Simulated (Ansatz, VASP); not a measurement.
## TePd: VASP beside Ansatz

INCAR

```
SYSTEM = TePd
PREC = Accurate
ENCUT = 520
EDIFF = 1E-7
ISMEAR = -1
SIGMA = 0.1
LREAL = .FALSE.
LASPH = .TRUE.
NELM = 80
ALGO = Normal
ISIF = 2
LWAVE = .FALSE.
LCHARG = .FALSE.
GGA = CA
NBANDS = 15
```

The input KPOINTS:

```
regular mesh
0
G
  12 12 12
  0 0 0
```

POSCAR

```
TePd
1.0
    0.0000000000      2.8458713334      2.8458713334
    2.8458713334      0.0000000000      2.8458713334
    2.8458713334      2.8458713334      0.0000000000
Pd Te
1 1
Direct
    0.0000000000      0.0000000000      0.0000000000
    0.2500000000      0.2500000000      0.2500000000
```

Input for Ansatz:

```yaml
crystal:
  lattice:
    - [0.0, 2.8458713334, 2.8458713334]
    - [2.8458713334, 0.0, 2.8458713334]
    - [2.8458713334, 2.8458713334, 0.0]
  atoms:
    - { symbol: Pd, position: [0.0, 0.0, 0.0] }
    - { symbol: Te, position: [0.25, 0.25, 0.25] }
kpoints:
  mp_grid: { grid: [12, 12, 12] }
scf:
  occupations: { method: fermi_dirac, width: 0.1 }
hamiltonian:
  xc: lda
  pseudopotentials: { kind: all_electron, lapw: { basis_error: 0.001 } }
output:
  forces: true
  stress: true
  eigenvalues: true
  populations: true
```

Change from the starting cell: volume scaled by 0.9, LAPW.

Alike in both runs: task single point; functional LDA; k mesh 12 × 12 × 12; occupations fermi-dirac, width 0.1 eV; no spin polarisation.

|  | VASP | Ansatz |
| --- | --- | --- |
| version | VASP 6.6.1 | Ansatz 0.2.0 |
| potentials or method | VASP PAW LDA potentials, release 64 (Pd, Te), cutoff 520 eV | all-electron LAPW, scalar-relativistic |

```tsv
	VASP	Ansatz	Ansatz less VASP
pressure (GPa)	12.2	12.2	+0.03
```

LDA's correlation is that of Perdew and Zunger in VASP and of Perdew and Wang (1992) in Ansatz. Ansatz ran all-electron here, and VASP with PAW potentials.

Spin-orbit coupling is off throughout.
